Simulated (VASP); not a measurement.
Here is a VASP 6.6.1 calculation.

File INCAR:

```
ALGO = Normal ; EDIFF = 1E-7
ENCUT = 520 ; GGA = PE
ISIF = 2 ; ISMEAR = -1
ISPIN = 2 ; LASPH = True
LCHARG = False ; LMAXMIX = 4
LORBIT = 11 ; LREAL = False
LWAVE = False ; MAGMOM = 4 4 0 0
NBANDS = 27 ; NELM = 150
NUPDOWN = 8.0 ; PREC = Accurate
SIGMA = 0.05
```

KPOINTS

```
k-points
0
Gamma
  8 8 5
```

File POSCAR:

```
CoO
1.0
    3.1976457435      0.0000000000      0.0000000000
   -1.5988228718      2.7692424462      0.0000000000
    0.0000000000      0.0000000000      5.2287097100
Co O
2 2
Direct
    0.3333333333      0.6666666667      0.5033624100
    0.0000000000      0.0000000000      0.0034741400
    0.3333333333      0.6666666667      0.8715556000
    0.0000000000      0.0000000000      0.3716088500
```

Potentials or basis: VASP PAW PBE potentials, release 64 (Co, O).

Run with:

```console
$ cat potpaw_PBE.64/Co/POTCAR potpaw_PBE.64/O/POTCAR > POTCAR
$ mpirun -np 1 vasp_std > vasp.out
```

Q: Estimate the largest force.

A: 0.188 eV/Å.

Q: What does it give for the pressure?

A: 13.7 GPa.

Forces on the atoms (eV/Å):
```
Co   0.000  0.000 -0.181
Co   0.000  0.000 -0.188
O    0.000  0.000  0.182
O    0.000  0.000  0.186
```

Caveat: the total moment is fixed, so each spin has its own Fermi level.
